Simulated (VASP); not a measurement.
# ZnS (P6_3mc) in VASP: further runs

Runs on ZnS. Level: r2SCAN. Tasks: relaxation of the atoms.

Everything below comes from runs of VASP 6.6.1. Logs are shortened: lines on timing, memory, paths and dates and some standing lists are left out, and cuts for length are marked.

**1. The cell of the first run**

The structure is hexagonal, space group P6_3mc (No. 186). Conventional cell: a = 3.807 Å, b = 3.807 Å, c = 6.432 Å, α = 90.00°, β = 90.00°, γ = 120.00°. Zn (site symmetry 3m) has 4 S at 2.35 to 2.39 Å within 3.1 Å. S (site symmetry 3m) has 4 Zn at 2.35 to 2.39 Å within 3.1 Å.

**2. Relaxation of the atoms, r2SCAN (strain along c alone, the other axes held: +3.0 %)**

Contents of POSCAR:

```
ZnS
1.0
    3.8065185602      0.0000000000      0.0000000000
   -1.9032592801      3.2965417732      0.0000000000
    0.0000000000      0.0000000000      6.4321469704
Zn S
2 2
Direct
    0.3333333333      0.6666666667      0.0019177873
    0.6666666667      0.3333333333      0.5019177873
    0.3333333333      0.6666666667      0.3730822127
    0.6666666667      0.3333333333      0.8730822127
```

Contents of INCAR.step1:

```
  PREC = Accurate
  ENCUT = 520
  ISMEAR = 0
  SIGMA = 0.02
  LREAL = False
  LASPH = True
  NELM = 100
  GGA = PE
  ALGO = Normal
  EDIFF = 1E-4
  LWAVE = True
  LCHARG = False
```

Contents of INCAR.step2:

```
  PREC = Accurate
  ENCUT = 520
  EDIFF = 1E-6
  ISMEAR = 0
  SIGMA = 0.02
  LREAL = False
  LASPH = True
  NELM = 100
  ALGO = Normal
  ISIF = 2
  LWAVE = False
  LCHARG = False
  METAGGA = R2SCAN
  LMIXTAU = True
  IBRION = 2
  NSW = 60
  EDIFFG = -0.008
  ISTART = 1
```

Contents of KPOINTS:

```
Automatic mesh
0
Gamma
  6 6 4
```

Potentials or basis: VASP PAW PBE potentials, release 64 (Zn, S).

Run with:

```sh
$ cat potpaw_PBE.64/Zn/POTCAR potpaw_PBE.64/S/POTCAR > POTCAR
$ cp INCAR.step1 INCAR
$ mpirun -np 1 vasp_std > vasp.out
$ cp INCAR.step2 INCAR
$ mpirun -np 1 vasp_std > vasp.out
```

OUTCAR:

```text
PREC = Accurate
   ENCUT = 520
   EDIFF = 1E-6
   ISMEAR = 0
   LREAL = False
   LASPH = True
   NELM = 100
   ISIF = 2
   METAGGA = R2SCAN
   IBRION = 2
   NSW = 60
   EDIFFG = -0.008
   ISTART = 1

 ion  position               nearest neighbor table
   1  0.333  0.667  0.002-   4 2.35   4 2.35   4 2.35   3 2.39
   2  0.667  0.333  0.502-   3 2.35   3 2.35   3 2.35   4 2.39
   3  0.333  0.667  0.373-   2 2.35   2 2.35   2 2.35   1 2.39
   4  0.667  0.333  0.873-   1 2.35   1 2.35   1 2.35   2 2.39

  LATTYP: Found a hexagonal cell.
 ALAT       =     3.8065185602
 C/A-ratio  =     1.6897716033

  Lattice vectors:

 A1 = (   3.8065185602,   0.0000000000,   0.0000000000)
 A2 = (  -1.9032592801,   3.2965417732,   0.0000000000)
 A3 = (   0.0000000000,   0.0000000000,   6.4321469704)

Analysis of symmetry for initial positions (statically):
=====================================================================
 Subroutine PRICEL returns:
 Original cell was already a primitive cell.

 Routine SETGRP: Setting up the symmetry group for a
 hexagonal supercell.

 Subroutine GETGRP returns: Found 12 space group operations
 (whereof  6 operations were pure point group operations)
 out of a pool of 24 trial point group operations.

The static configuration has the point symmetry C_3v.
 The point group associated with its full space group is C_6v.

Analysis of symmetry for dynamics (positions and initial velocities):
=====================================================================
 Subroutine PRICEL returns:
 Original cell was already a primitive cell.

 Routine SETGRP: Setting up the symmetry group for a
 hexagonal supercell.

 Subroutine GETGRP returns: Found 12 space group operations
 (whereof  6 operations were pure point group operations)
 out of a pool of 24 trial point group operations.

The dynamic configuration has the point symmetry C_3v.
 The point group associated with its full space group is C_6v.

 Subroutine INISYM returns: Found 12 space group operations
 (whereof  6 operations are pure point group operations),
 and found     1 'primitive' translations

----------------------------------------------------------------------------------------

                                     Primitive cell

  volume of cell :      80.7128

  direct lattice vectors                    reciprocal lattice vectors
     3.806518560  0.000000000  0.000000000     0.262707244  0.151674098  0.000000000
    -1.903259280  3.296541773  0.000000000     0.000000000  0.303348196  0.000000000
     0.000000000  0.000000000  6.432146970     0.000000000  0.000000000  0.155469084

  length of vectors
     3.806518560  3.806518560  6.432146970     0.303348196  0.303348196  0.155469084

  position of ions in fractional coordinates (direct lattice)
     0.333333333  0.666666667  0.001917787
     0.666666667  0.333333333  0.501917787
     0.333333333  0.666666667  0.373082213
     0.666666667  0.333333333  0.873082213

  ion indices of the primitive-cell ions
   primitive index   ion index
                 1           1
                 2           2
                 3           3
                 4           4

----------------------------------------------------------------------------------------

 KPOINTS: Automatic mesh

Automatic generation of k-mesh.
 Grid dimensions read from file:
 generate k-points for:    6    6    4

 Generating k-lattice:

  Cartesian coordinates                     Fractional coordinates (reciprocal lattice)
     0.043784541  0.025279016  0.000000000     0.166666667  0.000000000  0.000000000
     0.000000000  0.050558033  0.000000000     0.000000000  0.166666667  0.000000000
     0.000000000  0.000000000  0.038867271     0.000000000  0.000000000  0.250000000

  Length of vectors
     0.050558033  0.050558033  0.038867271

  Shift w.r.t. Gamma in fractional coordinates (k-lattice)
     0.000000000  0.000000000  0.000000000

 Subroutine IBZKPT returns following result:
 ===========================================

 Found     21 irreducible k-points:

 Following reciprocal coordinates:
            Coordinates               Weight
  0.000000  0.000000  0.000000      1.000000
  0.166667  0.000000  0.000000      6.000000
  0.333333  0.000000  0.000000      6.000000
  0.500000  0.000000  0.000000      3.000000
  0.166667  0.166667  0.000000      6.000000
  0.333333  0.166667  0.000000     12.000000
[... 13 lines left out ...]
  0.333333  0.166667  0.500000     12.000000
  0.333333  0.333333  0.500000      2.000000
   k-points           NKPTS =     21   k-points in BZ     NKDIM =     21   number of bands    NBANDS=     22
   number of dos      NEDOS =    301   number of ions     NIONS =      4
   total plane-waves  NPLWV =  37632
   dimension x,y,z NGX =    28 NGY =   28 NGZ =   48
   dimension x,y,z NGXF=    56 NGYF=   56 NGZF=   96
   ions per type =               2   2
   NGX,Y,Z   is equivalent  to a cutoff of  12.23, 12.23, 12.41 a.u.
   NGXF,Y,Z  is equivalent  to a cutoff of  24.46, 24.46, 24.81 a.u.
 SYSTEM =  unknown system
   PREC   = accura    normal or accurate (medium, high low for compatibility)
   ISTART =      1    job   : 0-new  1-cont  2-samecut
   ICHARG =      0    charge: 1-file 2-atom 10-const
   ISPIN  =      1    spin polarized calculation?
   LNONCOLLINEAR =      F non collinear calculations
   LSORBIT =      F    spin-orbit coupling
   LASPH  =      T    aspherical Exc in radial PAW
   ENCUT  =  520.0 eV  38.22 Ry    6.18 a.u.   7.08  7.08 11.96*2*pi/ulx,y,z
   NELM   =    100;   NELMIN=  2; NELMDL=  0     # of ELM steps
   EDIFF  = 0.1E-05   stopping-criterion for ELM
   LREAL  =      F    real-space projection
   EDIFFG = -.8E-02   stopping-criterion for IOM
   NSW    =     60    number of steps for IOM
   IBRION =      2    ionic relax: 0-MD 1-quasi-New 2-CG
   NFREE  =      1    steps in history (QN), initial steepest desc. (CG)
   ISIF   =      2    stress and relaxation
   ISYM   =      2    0-nonsym 1-usesym 2-fastsym
   POTIM  = 0.5000    time-step for ionic-motion
   TEBEG  =    0.0;   TEEND  =   0.0 temperature during run
   PSTRESS=    0.0 pullay stress
   NELECT =      36.0000    total number of electrons
   NUPDOWN=      -1.0000    fix difference up-down
   EMIN   =  10.00;   EMAX   =-10.00  energy-range for DOS
   EFERMI =   0.00;   METHOD = LEGACY
   ISMEAR =     0;   SIGMA  =   0.02  broadening in eV -4-tet -1-fermi 0-gaus
   EFERMI_NEDOS =   21; number of points for ismear=-14 and -15
   IALGO  =     38    algorithm
   IMIX   =      4    mixing-type and parameters
     AMIX     =   0.40;   BMIX     =  1.00
     AMIX_MAG =   1.60;   BMIX_MAG =  1.00
  volume/ion in A,a.u.               =      20.18       136.17
  Fermi-wavevector in a.u.,A,eV,Ry     =   1.250820  2.363707 21.287006  1.564551
  Thomas-Fermi vector in A             =   2.384796
   LORBIT       =      0    0 simple, 1 ext, 2 COOP (PROOUT), +10 PAW based schemes
   METAGGA = R2SCAN    functional components
   LHFCALC =     F    Hartree Fock is set to
   AEXX    =    0.0000 exact exchange contribution
   IVDW    =     0    specifies the selected vdW correction
   LEPSILON=     F    determine dielectric tensor
   LRPA    =     F    only Hartree local field effects (RPA)
 conjugate gradient relaxation of ions
 non-spin polarized calculation
 Gauss-broadening in eV      SIGMA  =   0.02
  energy-cutoff  :      520.00
  volume of cell :       80.71
 maximum number of plane-waves:      2192
   NGX = 15   NGY = 15   NGZ = 23

--------------------------------------- Ionic step        1  -------------------------------------------

 number of electron      35.9999994 magnetization

 Free energy of the ion-electron system (eV)
  ---------------------------------------------------
  ext. energy  EPLUGINS =         0.00000000
  ---------------------------------------------------
  free energy    TOTEN  =       -37.68820281 eV

  energy without entropy =      -37.68820281  energy(sigma->0) =      -37.68820281

------------------------ aborting loop because EDIFF is reached ----------------------------------------

  FORCE on cell =-STRESS in cart. coord.  units (eV):
  Direction    XX          YY          ZZ          XY          YZ          ZX
  --------------------------------------------------------------------------------------
  -------------------------------------------------------------------------------------
  Total       -0.5186500     -0.5186500     -2.1864524      0.0000000      0.0000000      0.0000000
  in kB      -10.2953831    -10.2953831    -43.4018379      0.0000000      0.0000000      0.0000000
  external PRESSURE =     -21.3308680 kB  Pullay stress =       0.0000000 kB

 VOLUME and BASIS-vectors are now :
 -----------------------------------------------------------------------------
  energy-cutoff  :      520.00
  volume of cell :       80.71
      direct lattice vectors                 reciprocal lattice vectors
     3.806518560  0.000000000  0.000000000     0.262707244  0.151674098  0.000000000
    -1.903259280  3.296541773  0.000000000     0.000000000  0.303348196  0.000000000
     0.000000000  0.000000000  6.432146970     0.000000000  0.000000000  0.155469084
[... 39 lines left out ...]
 POSITION                                       TOTAL-FORCE (eV/Angst)
 -----------------------------------------------------------------------------------
     -0.00000      2.19769      0.01390        -0.000000     -0.000000      0.018230
      1.90326      1.09885      3.22997         0.000000      0.000000      0.018230
     -0.00000      2.19769      2.39816         0.000000     -0.000000     -0.018230
      1.90326      1.09885      5.61423        -0.000000      0.000000     -0.018230
 -----------------------------------------------------------------------------------
    total drift:                               -0.000000      0.000000     -0.021952

  FREE ENERGIE OF THE ION-ELECTRON SYSTEM (eV)
  ---------------------------------------------------
  free  energy   TOTEN  =       -37.6883578099 eV

  energy  without entropy=      -37.6883578099  energy(sigma->0) =      -37.68835781

--------------------------------------- Ionic step        3  -------------------------------------------

 number of electron      35.9999986 magnetization

 Free energy of the ion-electron system (eV)
  ---------------------------------------------------
  ext. energy  EPLUGINS =         0.00000000
  ---------------------------------------------------
  free energy    TOTEN  =       -37.68842204 eV

  energy without entropy =      -37.68842204  energy(sigma->0) =      -37.68842204

 E-fermi :   1.8360     XC(G=0): -10.1652

 val. band max:        1.6933619845   @ k =   0.0000   0.0000   0.0000
 cond. band min:       4.2342626616   @ k =   0.0000   0.0000   0.0000
 fundamental gap:      2.5409006771
 Fermi energy:         1.8360181342

 k-point     1 :       0.0000    0.0000    0.0000
  band No.  band energies     occupation
      1     -11.8944      2.00000
      2     -11.0447      2.00000
      3      -4.7870      2.00000
      4      -4.7637      2.00000
      5      -4.7637      2.00000
      6      -4.6789      2.00000
[... 14 lines left out ...]
     21       8.4845      0.00000
     22       8.6112      0.00000
[... 520 lines left out ...]
 POSITION                                       TOTAL-FORCE (eV/Angst)
 -----------------------------------------------------------------------------------
     -0.00000      2.19769      0.01591         0.000000     -0.000000     -0.000720
      1.90326      1.09885      3.23198        -0.000000      0.000000     -0.000720
     -0.00000      2.19769      2.39615        -0.000000      0.000000      0.000720
      1.90326      1.09885      5.61222        -0.000000      0.000000      0.000720
 -----------------------------------------------------------------------------------
    total drift:                               -0.000000      0.000000     -0.019733

  FREE ENERGIE OF THE ION-ELECTRON SYSTEM (eV)
  ---------------------------------------------------
  free  energy   TOTEN  =       -37.6884220358 eV

  energy  without entropy=      -37.6884220358  energy(sigma->0) =      -37.68842204

 reached required accuracy - stopping structural energy minimisation
```

Run time: 4.6 min. Hardware: 1 thread of Intel Xeon 8259CL, shared host; peak memory 0.22 GiB.

Results:

* Free energy: -37.6884 eV
* Energy gained by relaxing: 0.1 meV/atom
* Ionic steps: 3
* Pressure after relaxing: -2.1 GPa
* Band gap on the k mesh: 2.54 eV

Stress tensor (GPa, compression positive):
```
-1.11  0.00  0.00
 0.00 -1.11  0.00
 0.00  0.00 -4.23
```

Step by step:
| step | energy change (eV) | largest force (eV/Å) | pressure (GPa) |
| --- | --- | --- | --- |
| 1 | 0.0000 | 0.0324 | -2.13 |
| 2 | -0.0002 | 0.0182 | -2.14 |
| 3 | -0.0002 | 0.0007 | -2.15 |

Final structure:
```cif
data_structure
_symmetry_space_group_name_H-M 'P 1'
_symmetry_Int_Tables_number 1
_cell_length_a 3.8065
_cell_length_b 3.8065
_cell_length_c 6.4321
_cell_angle_alpha 90.000
_cell_angle_beta 90.000
_cell_angle_gamma 120.000
_cell_volume 80.71
loop_
_atom_site_label
_atom_site_type_symbol
_atom_site_fract_x
_atom_site_fract_y
_atom_site_fract_z
_atom_site_occupancy
Zn1 Zn 0.33333 0.66667 0.00247 1
Zn2 Zn 0.66667 0.33333 0.50247 1
S1 S 0.33333 0.66667 0.37253 1
S2 S 0.66667 0.33333 0.87253 1
```

Caveat: the cell differs from its parent crystal (strain along c alone, the other axes held: +3.0 %); the PAW data sets were made with another functional, which shifts forces and pressure a little.

(Part 1 of 2 ends here.)
